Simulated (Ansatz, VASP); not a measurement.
# TaN: VASP beside Ansatz

File INCAR:

```
  ALGO = Normal
  EDIFF = 1E-7
  ENCUT = 520
  GGA = PS
  ISIF = 2
  ISMEAR = 0
  LASPH = True
  LCHARG = False
  LREAL = False
  LWAVE = False
  NBANDS = 24
  NELM = 60
  PREC = Accurate
  SIGMA = 0.15
```

The input KPOINTS:

```
k-points
0
Gamma
  14 14 10
```

File POSCAR:

```
TaN
1.0
    0.0000000000     -2.1874436362     -2.1874436362
    0.0000000000      2.1874436362     -2.1874436362
    4.3748872723      0.0000000000      0.0000000000
Ta N
2 2
Direct
    0.5118583951      0.4881416049     -0.0069550590
   -0.0118583951      0.0118583951      0.5069550590
    0.4869710929      0.5130289071      0.4850967589
    0.0130289071     -0.0130289071      0.0149032411
```

Input for Ansatz:

```yaml
crystal:
  lattice:
    - [0.0, -2.1874436362, -2.1874436362]
    - [0.0, 2.1874436362, -2.1874436362]
    - [4.3748872723, 0.0, 0.0]
  atoms:
    - { symbol: Ta, position: [0.5118583951, 0.4881416049, -0.006955059] }
    - { symbol: Ta, position: [-0.0118583951, 0.0118583951, 0.506955059] }
    - { symbol: "N", position: [0.4869710929, 0.5130289071, 0.4850967589] }
    - { symbol: "N", position: [0.0130289071, -0.0130289071, 0.0149032411] }
basis:
  ecutwfc: 520.0
kpoints:
  mp_grid: { grid: [14, 14, 10] }
hamiltonian:
  xc: pbesol
  pseudopotentials: { kind: paw, azcp: { folder: soft_1 } }
scf:
  occupations: { method: gaussian, width: 0.15 }
output:
  forces: true
  stress: true
  eigenvalues: true
```

Change from the starting cell: mode 1 frozen in at -0.065 Å and mode 2 at -0.057 Å (largest displacements).

Alike in both runs: task single point; functional PBEsol; k mesh 14 × 14 × 10; occupations gaussian, width 0.15 eV; no spin polarisation.

```csv
,VASP,Ansatz
version,VASP 6.6.1,Ansatz 0.2.0
potentials or method,"VASP PAW PBE potentials, release 64 (Ta_pv, N), cutoff 520 eV","scalar-relativistic, plane waves, PAW"
valence electrons in the cell,32,36
```

Ansatz gave:

- gap on the k mesh at the Fermi level (eV): none
- pressure (GPa): 0.0
- traceless stress, the component that is largest in VASP (GPa): -2.26
- rms of the force components (eV/Å): 0.399

Question: What did VASP give for the same quantities?

Answer: gap on the k mesh at the Fermi level (eV): none; pressure (GPa): 1.2; traceless stress, the component that is largest in VASP (GPa): -2.31; rms of the force components (eV/Å): 0.406.

VASP's potentials were made for PBE, not for PBEsol, and Ansatz warns of the same on its side. Atom by atom the forces differ by 0.008 eV/Å (rms over components). A gap of «none» marks a metal or a gap that the smearing closes. VASP's potentials hold 32 valence electrons a cell and Ansatz's 36, so a difference there can come from the potentials and not from the codes.

Spin-orbit coupling is off throughout.
